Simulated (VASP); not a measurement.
# Au (Fm-3m) in VASP: notebook, part 2 of 2

VASP 6.6.1.

## (4) Single point, PBE

This run uses another cell than the first one, of 17.97 Å³/atom, 1.031 times its volume.

INCAR reads:

```
  PREC = Accurate
  ENCUT = 520
  EDIFF = 1E-6
  ISMEAR = 0
  SIGMA = 0.1
  LREAL = F
  LASPH = T
  NELM = 80
  ALGO = Normal
  ISIF = 2
  LWAVE = F
  LCHARG = T
  GGA = PE
  LELF = T
  LVHAR = T
  NBANDS = 12
```

KPOINTS reads:

```
regular mesh
0
Gamma
  18 18 18
```

POSCAR reads:

```
Au
1.0
    0.0000000000      2.0790566514      2.0790566514
    2.0790566514      0.0000000000      2.0790566514
    2.0790566514      2.0790566514      0.0000000000
Au
1
Direct
    0.0000000000      0.0000000000      0.0000000000
```

Potentials or basis: VASP PAW PBE potentials, release 64 (Au).

Launch:

```sh
$ cat potpaw_PBE.64/Au/POTCAR > POTCAR
$ mpirun -np 1 vasp_std > vasp.out
```

OUTCAR:

```text
PREC = Accurate
   ENCUT = 520
   EDIFF = 1E-6
   ISMEAR = 0
   LREAL = F
   LASPH = T
   NELM = 80
   ISIF = 2
   GGA = PE

 ion  position               nearest neighbor table
   1  0.000  0.000  0.000-

  LATTYP: Found a face centered cubic cell.
 ALAT       =     4.1581133028

  Lattice vectors:

 A1 = (   0.0000000000,   2.0790566514,   2.0790566514)
 A2 = (   2.0790566514,   0.0000000000,   2.0790566514)
 A3 = (   2.0790566514,   2.0790566514,   0.0000000000)

Analysis of symmetry for initial positions (statically):
=====================================================================
 Subroutine PRICEL returns:
 Original cell was already a primitive cell.

 Routine SETGRP: Setting up the symmetry group for a
 face centered cubic supercell.

 Subroutine GETGRP returns: Found 48 space group operations
 (whereof 48 operations were pure point group operations)
 out of a pool of 48 trial point group operations.

The static configuration has the point symmetry O_h .

Analysis of symmetry for dynamics (positions and initial velocities):
=====================================================================
 Subroutine PRICEL returns:
 Original cell was already a primitive cell.

 Routine SETGRP: Setting up the symmetry group for a
 face centered cubic supercell.

 Subroutine GETGRP returns: Found 48 space group operations
 (whereof 48 operations were pure point group operations)
 out of a pool of 48 trial point group operations.

The dynamic configuration has the point symmetry O_h .

 Subroutine INISYM returns: Found 48 space group operations
 (whereof 48 operations are pure point group operations),
 and found     1 'primitive' translations

----------------------------------------------------------------------------------------

                                     Primitive cell

  volume of cell :      17.9733

  direct lattice vectors                    reciprocal lattice vectors
     0.000000000  2.079056651  2.079056651    -0.240493687  0.240493687  0.240493687
     2.079056651  0.000000000  2.079056651     0.240493687 -0.240493687  0.240493687
     2.079056651  2.079056651  0.000000000     0.240493687  0.240493687 -0.240493687

  length of vectors
     2.940230113  2.940230113  2.940230113     0.416547285  0.416547285  0.416547285

  position of ions in fractional coordinates (direct lattice)
     0.000000000  0.000000000  0.000000000

  ion indices of the primitive-cell ions
   primitive index   ion index
                 1           1

----------------------------------------------------------------------------------------

 KPOINTS: regular mesh

Automatic generation of k-mesh.
 Grid dimensions read from file:
 generate k-points for:   18   18   18

 Generating k-lattice:

  Cartesian coordinates                     Fractional coordinates (reciprocal lattice)
    -0.013360760  0.013360760  0.013360760     0.055555556  0.000000000  0.000000000
     0.013360760 -0.013360760  0.013360760     0.000000000  0.055555556  0.000000000
     0.013360760  0.013360760 -0.013360760     0.000000000  0.000000000  0.055555556

  Length of vectors
     0.023141516  0.023141516  0.023141516

  Shift w.r.t. Gamma in fractional coordinates (k-lattice)
     0.000000000  0.000000000  0.000000000

 Subroutine IBZKPT returns following result:
 ===========================================

 Found    195 irreducible k-points:

 Following reciprocal coordinates:
            Coordinates               Weight
  0.000000  0.000000  0.000000      1.000000
  0.055556  0.000000  0.000000      8.000000
  0.111111  0.000000  0.000000      8.000000
  0.166667  0.000000  0.000000      8.000000
  0.222222  0.000000  0.000000      8.000000
  0.277778  0.000000  0.000000      8.000000
[... 16 lines left out ...]
 -0.277778  0.055556  0.000000     24.000000
 -0.222222  0.055556  0.000000     24.000000
 [... further k-points ...]
   k-points           NKPTS =    195   k-points in BZ     NKDIM =    195   number of bands    NBANDS=     12
   number of dos      NEDOS =    301   number of ions     NIONS =      1
   total plane-waves  NPLWV =  13824
   dimension x,y,z NGX =    24 NGY =   24 NGZ =   24
   dimension x,y,z NGXF=    48 NGYF=   48 NGZF=   48
   ions per type =               1
   NGX,Y,Z   is equivalent  to a cutoff of  13.57, 13.57, 13.57 a.u.
   NGXF,Y,Z  is equivalent  to a cutoff of  27.14, 27.14, 27.14 a.u.
 SYSTEM =  unknown system
   PREC   = accura    normal or accurate (medium, high low for compatibility)
   ISTART =      0    job   : 0-new  1-cont  2-samecut
   ICHARG =      2    charge: 1-file 2-atom 10-const
   ISPIN  =      1    spin polarized calculation?
   LNONCOLLINEAR =      F non collinear calculations
   LSORBIT =      F    spin-orbit coupling
   LASPH  =      T    aspherical Exc in radial PAW
   ENCUT  =  520.0 eV  38.22 Ry    6.18 a.u.   5.47  5.47  5.47*2*pi/ulx,y,z
   NELM   =     80;   NELMIN=  2; NELMDL= -5     # of ELM steps
   EDIFF  = 0.1E-05   stopping-criterion for ELM
   LREAL  =      F    real-space projection
   EDIFFG = 0.1E-04   stopping-criterion for IOM
   NSW    =      0    number of steps for IOM
   IBRION =     -1    ionic relax: 0-MD 1-quasi-New 2-CG
   NFREE  =      0    steps in history (QN), initial steepest desc. (CG)
   ISIF   =      2    stress and relaxation
   ISYM   =      2    0-nonsym 1-usesym 2-fastsym
   POTIM  = 0.5000    time-step for ionic-motion
   TEBEG  =    0.0;   TEEND  =   0.0 temperature during run
   PSTRESS=    0.0 pullay stress
   NELECT =      11.0000    total number of electrons
   NUPDOWN=      -1.0000    fix difference up-down
   EMIN   =  10.00;   EMAX   =-10.00  energy-range for DOS
   EFERMI =   0.00;   METHOD = LEGACY
   ISMEAR =     0;   SIGMA  =   0.10  broadening in eV -4-tet -1-fermi 0-gaus
   EFERMI_NEDOS =   21; number of points for ismear=-14 and -15
   IALGO  =     38    algorithm
   IMIX   =      4    mixing-type and parameters
     AMIX     =   0.40;   BMIX     =  1.00
     AMIX_MAG =   1.60;   BMIX_MAG =  1.00
  volume/ion in A,a.u.               =      17.97       121.29
  Fermi-wavevector in a.u.,A,eV,Ry     =   1.389940  2.626606 26.285549  1.931933
  Thomas-Fermi vector in A             =   2.513923
   LORBIT       =      0    0 simple, 1 ext, 2 COOP (PROOUT), +10 PAW based schemes
   GGA     = PE    functional components
   LHFCALC =     F    Hartree Fock is set to
   AEXX    =    0.0000 exact exchange contribution
   IVDW    =     0    specifies the selected vdW correction
   LEPSILON=     F    determine dielectric tensor
   LRPA    =     F    only Hartree local field effects (RPA)
 non-spin polarized calculation
 Gauss-broadening in eV      SIGMA  =   0.10
  energy-cutoff  :      520.00
  volume of cell :       17.97
 maximum number of plane-waves:       531
 NGX is ok and might be reduce to    24
   NGX = 11   NGY = 11   NGZ = 11

 number of electron      11.0000001 magnetization

 Free energy of the ion-electron system (eV)
  ---------------------------------------------------
  ext. energy  EPLUGINS =         0.00000000
  ---------------------------------------------------
  free energy    TOTEN  =        -3.22236117 eV

  energy without entropy =       -3.22109483  energy(sigma->0) =       -3.22172800

 E-fermi :   8.5637     XC(G=0): -12.3998

 val. band max:        8.5483910693   @ k =   0.5000   0.2778   0.1111
 cond. band min:       8.5927155216   @ k =   0.5000   0.1667   0.0556
 fundamental gap:      0.0443244522
 Fermi energy:         8.5637189715

 k-point     1 :       0.0000    0.0000    0.0000
  band No.  band energies     occupation
      1      -0.6939      2.00000
      2       4.1954      2.00000
      3       4.1954      2.00000
      4       4.1954      2.00000
      5       5.5736      2.00000
      6       5.5736      2.00000
      7      23.1932      0.00000
      8      26.8861      0.00000
      9      26.8861      0.00000
     10      26.8861      0.00000
     11      31.6247      0.00000
     12      35.7041      0.00000

 k-point     2 :       0.0556    0.0000    0.0000
  band No.  band energies     occupation
      1      -0.5910      2.00000
      2       4.1636      2.00000
      3       4.2298      2.00000
      4       4.2298      2.00000
      5       5.5584      2.00000
      6       5.5584      2.00000
      7      23.3052      0.00000
      8      26.1689      0.00000
      9      26.9978      0.00000
     10      26.9978      0.00000
     11      32.1860      0.00000
     12      34.4647      0.00000
[... 316 lines left out ...]
 k-point    24 :      -0.2222    0.0556    0.0000
  band No.  band energies     occupation
      1       1.0269      2.00000
      2       3.9663      2.00000
      3       4.4783      2.00000
      4       4.5105      2.00000
      5       5.4945      2.00000
      6       5.9325      2.00000
      7      19.8450      0.00000
      8      24.1030      0.00000
      9      26.6295      0.00000
     10      29.0669      0.00000
     11      29.3842      0.00000
     12      30.9386      0.00000

 [... further k-points ...]
[... 5 lines left out ...]
  --------------------------------------------------------------------------------------
  -------------------------------------------------------------------------------------
  Total       -0.0295698     -0.0295698     -0.0295698     -0.0000000      0.0000000     -0.0000000
  in kB       -2.6359035     -2.6359035     -2.6359035     -0.0000000      0.0000000     -0.0000000
  external PRESSURE =      -2.6359035 kB  Pullay stress =       0.0000000 kB

 VOLUME and BASIS-vectors are now :
 -----------------------------------------------------------------------------
  energy-cutoff  :      520.00
  volume of cell :       17.97
      direct lattice vectors                 reciprocal lattice vectors
     0.000000000  2.079056651  2.079056651    -0.240493687  0.240493687  0.240493687
     2.079056651  0.000000000  2.079056651     0.240493687 -0.240493687  0.240493687
     2.079056651  2.079056651  0.000000000     0.240493687  0.240493687 -0.240493687

 POSITION                                       TOTAL-FORCE (eV/Angst)
 -----------------------------------------------------------------------------------
      0.00000      0.00000      0.00000         0.000000      0.000000      0.000000
 -----------------------------------------------------------------------------------
    total drift:                               -0.000000      0.000000     -0.000000

  FREE ENERGIE OF THE ION-ELECTRON SYSTEM (eV)
  ---------------------------------------------------
  free  energy   TOTEN  =        -3.2223611650 eV

  energy  without entropy=       -3.2210948342  energy(sigma->0) =       -3.22172800
```

OSZICAR:

```text
N       E                     dE             d eps       ncg     rms          rms(c)
DAV:   1     0.502367683010E+02    0.50237E+02   -0.55659E+03  4832   0.813E+02
DAV:   2    -0.273215873409E+01   -0.52969E+02   -0.49969E+02  5504   0.186E+02
DAV:   3    -0.348128139190E+01   -0.74912E+00   -0.74840E+00  5560   0.212E+01
DAV:   4    -0.348393314472E+01   -0.26518E-02   -0.26516E-02  5672   0.147E+00
DAV:   5    -0.348395392516E+01   -0.20780E-04   -0.20781E-04  5736   0.123E-01    0.796E+00
DAV:   6    -0.323968839395E+01    0.24427E+00   -0.69198E-01  5092   0.664E+00    0.519E+00
DAV:   7    -0.322418918598E+01    0.15499E-01   -0.53881E-02  5608   0.188E+00    0.262E+00
DAV:   8    -0.322236703164E+01    0.18222E-02   -0.10965E-03  5160   0.276E-01    0.233E-01
DAV:   9    -0.322235520781E+01    0.11824E-04   -0.76197E-06  5752   0.231E-02    0.221E-02
DAV:  10    -0.322236123844E+01   -0.60306E-05   -0.33215E-06  5472   0.179E-02    0.237E-03
DAV:  11    -0.322236116503E+01    0.73415E-07   -0.71421E-08  2996   0.207E-03
   1 F= -.32223612E+01 E0= -.32217280E+01  d E =-.126633E-02
```

stdout:

```text
POSCAR found type information on POSCAR Au
 POSCAR found :  1 types and       1 ions
 scaLAPACK will be used
 LDA part: xc-table for (Slater+PW92), standard interpolation
 POSCAR, INCAR and KPOINTS ok, starting setup
 FFT: planning ... GRIDC
 FFT: planning ... GRID_SOFT
 FFT: planning ... GRID
 WAVECAR not read
 entering main loop
```

Wall time 12 s (1 thread of Intel Xeon 6975P-C (Granite Rapids), shared host); peak memory 0.17 GiB.

What came out:

```
Free energy : -3.2224 eV
Pressure    : -0.3 GPa
```

Levels at points of the mesh, in eV from the Fermi level:
```csv
k point,band 4,band 5,band 6,band 7,band 8,band 9
"(0.00, 0.00, 0.00)",-4.37,-2.99,-2.99,14.63,18.32,18.32
"(0.50, 0.00, 0.00)",-1.90,-1.90,-0.66,2.84,14.07,16.78
"(0.50, 0.50, 0.00)",-1.60,-1.60,1.22,5.40,9.90,9.90
```

Caveat: spin-orbit coupling is left out, which moves the levels of the heavy elements.
